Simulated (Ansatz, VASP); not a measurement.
## Hg3Pt: VASP beside Ansatz

Contents of INCAR:

```
SYSTEM = Hg3Pt
PREC = Accurate
ENCUT = 520
EDIFF = 1E-6
ISMEAR = -1
SIGMA = 0.05
LREAL = .False.
LASPH = .True.
NELM = 60
ALGO = Fast
ISIF = 2
LWAVE = .False.
LCHARG = .True.
GGA = PE
LELF = .True.
LVHAR = .True.
NBANDS = 31
```

The input KPOINTS:

```
Automatic mesh
0
Gamma
  6 6 6
  0 0 0
```

Contents of POSCAR:

```
Hg3Pt
1.0
    4.3729915139      0.0000000000      0.0000000000
    0.0000000000      4.3729915139      0.0000000000
    0.0000000000      0.0000000000      4.3729915139
Hg Pt
3 1
Direct
    0.5000000000      0.5000000000      0.0000000000
    0.5000000000      0.0000000000      0.5000000000
    0.0000000000      0.5000000000      0.5000000000
    0.0000000000      0.0000000000      0.0000000000
```

The input input.yaml:

```yaml
crystal:
  lattice:
    - [4.3729915139, 0.0, 0.0]
    - [0.0, 4.3729915139, 0.0]
    - [0.0, 0.0, 4.3729915139]
  atoms:
    - { symbol: Hg, position: [0.5, 0.5, 0.0] }
    - { symbol: Hg, position: [0.5, 0.0, 0.5] }
    - { symbol: Hg, position: [0.0, 0.5, 0.5] }
    - { symbol: Pt, position: [0.0, 0.0, 0.0] }
hamiltonian:
  xc: pbe
  pseudopotentials: { kind: paw }
kpoints:
  mp_grid: { grid: [6, 6, 6] }
scf:
  occupations: { method: fermi_dirac, width: 0.05 }
output:
  forces: true
  stress: true
  eigenvalues: true
  write_density: true
  write_potential: true
  elf: true
  volumetric_format: npy
```

Alike in both runs: task single point; functional PBE; k mesh 6 × 6 × 6; occupations fermi-dirac, width 0.05 eV; no spin polarisation.

```csv
,VASP,Ansatz
version,VASP 6.6.1,Ansatz 0.2.0
potentials or method,"VASP PAW PBE potentials, release 64 (Hg, Pt)",Ansatz PAW
plane-wave cutoff (eV),520,420
valence electrons in the cell,46,78
```

VASP gave:

- gap on the k mesh at the Fermi level (eV): none
- pressure (GPa): -2.3

Q: Estimate Ansatz's values.

A: gap on the k mesh at the Fermi level (eV): none; pressure (GPa): -2.8.

A gap of «none» marks a metal or a gap that the smearing closes. VASP's potentials hold 46 valence electrons a cell and Ansatz's 78, so a difference there can come from the potentials and not from the codes.

Neither program's run includes spin-orbit coupling.
